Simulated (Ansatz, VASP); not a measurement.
ZrIn2Se3: VASP beside Ansatz

```
Zr In Se
1.0
     3.91342    0.00000    0.00000
     0.00000    3.91342    0.00000
     0.00000    0.00000    9.19128
Zr In Se
1 2 3
Direct
  0.50000 0.50000 0.00000
  0.50000 0.00000 0.69889
  0.00000 0.50000 0.30111
  0.50000 0.00000 0.36683
  0.00000 0.50000 0.63317
  0.00000 0.00000 0.00000
```

Change from the starting cell: species swapped into the Hf2SiAs3 type (P-4m2, No. 115).

Alike in both runs: functional PBE; k mesh 4 × 4 × 2; occupations gaussian, width 0.1 eV; no spin polarisation.

Ansatz relaxed the structure, and its values are those at the end. VASP's run is a single point on that final structure, the one shown.

|  | VASP | Ansatz |
| --- | --- | --- |
| version | VASP 6.6.1 | Ansatz 0.2.0 |
| potentials or method | VASP PAW PBE potentials, release 64 (Zr_sv, In_d, Se), cutoff 520 eV | scalar-relativistic, plane waves, PAW |
| valence electrons in the cell | 56 | 86 |

|  | VASP | Ansatz | Ansatz less VASP |
| --- | --- | --- | --- |
| gap on the k mesh at the Fermi level (eV) | none | none | - |
| pressure (GPa) | 0.2 | 0.1 | -0.05 |
| rms of the force components (eV/Å) | 0.010 | 0.011 | +0.0009 |

A gap of «none» marks a metal or a gap that the smearing closes. The functional is the same, so the differences come from potentials, cutoffs and numerics. VASP's potentials hold 56 valence electrons a cell and Ansatz's 86, so a difference there can come from the potentials and not from the codes.

The k mesh is coarse, so the values compare programs but aren't converged.
